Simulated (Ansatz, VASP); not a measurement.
**Ti2O: VASP beside Ansatz**

The input POSCAR:

```
Ti2O
1.0
    2.9432780955      0.0201131738     -0.0466091727
   -1.4542205283      2.5333845928      0.0388784197
   -0.0752446324      0.0290314697      4.7072549871
Ti O
2 1
Direct
    0.6755482196      0.3348340732      0.2828520726
    0.3249469338      0.6615028209      0.7101950052
    0.0014606901     -0.0158981989     -0.0027680215
```

The input INCAR.step1:

```
SYSTEM = Ti2O
  PREC = Accurate
  ENCUT = 660
  ISMEAR = 0
  SIGMA = 0.1
  LREAL = .FALSE.
  LASPH = .TRUE.
  NELM = 120
  NBANDS = 22
  GGA = PE
  ALGO = Normal
  EDIFF = 1E-5
  LWAVE = .TRUE.
  LCHARG = .FALSE.
  GGA_COMPAT = .FALSE.
```

File INCAR.step2:

```
SYSTEM = Ti2O
  PREC = Accurate
  ENCUT = 660
  EDIFF = 1E-6
  ISMEAR = 0
  SIGMA = 0.1
  LREAL = .FALSE.
  LASPH = .TRUE.
  NELM = 120
  ALGO = Normal
  ISIF = 2
  LWAVE = .FALSE.
  LCHARG = .FALSE.
  METAGGA = R2SCAN
  LMIXTAU = .TRUE.
  NBANDS = 22
  ISTART = 1
  GGA_COMPAT = .FALSE.
```

KPOINTS

```
Automatic mesh
0
G
  4 4 2
  0 0 0
```

Input for Ansatz:

```yaml
crystal:
  lattice:
    - [2.9432780955, 0.0201131738, -0.0466091727]
    - [-1.4542205283, 2.5333845928, 0.0388784197]
    - [-0.0752446324, 0.0290314697, 4.7072549871]
  atoms:
    - { symbol: Ti, position: [0.6755482196, 0.3348340732, 0.2828520726] }
    - { symbol: Ti, position: [0.3249469338, 0.6615028209, 0.7101950052] }
    - { symbol: O, position: [0.0014606901, -0.0158981989, -0.0027680215] }
basis:
  ecutwfc: 500
kpoints:
  mp_grid: { grid: [4, 4, 2] }
hamiltonian:
  xc: r2scan
scf:
  occupations: { method: gaussian, width: 0.1 }
output:
  forces: true
  stress: true
  eigenvalues: true
```

Change from the starting cell: kmesh displaced: [4, 4, 2] Gamma-centred.

Alike in both runs: task single point; functional r2SCAN; k mesh 4 × 4 × 2; occupations gaussian, width 0.1 eV; no spin polarisation.

```csv
,VASP,Ansatz
version,VASP 6.6.1,Ansatz 0.2.0
potentials or method,"VASP PAW PBE potentials, release 64 (Ti_sv, O), cutoff 660 eV","scalar-relativistic, plane waves, PAW"
valence electrons in the cell,30,30
```

```csv
,VASP,Ansatz,Ansatz less VASP
gap on the k mesh at the Fermi level (eV),none,none,-
pressure (GPa),7.7,6.8,-0.89
"traceless stress, the component that is largest in VASP (GPa)",11.74,11.64,-0.097
rms of the force components (eV/Å),1.079,1.091,+0.0112
```

VASP's potentials were made for PBE, not for r2SCAN. Atom by atom the forces differ by 0.013 eV/Å (rms over components). A gap of «none» marks a metal or a gap that the smearing closes. The functional is the same, so the differences come from potentials, cutoffs and numerics.

The k mesh is coarse, so the values compare programs but aren't converged.
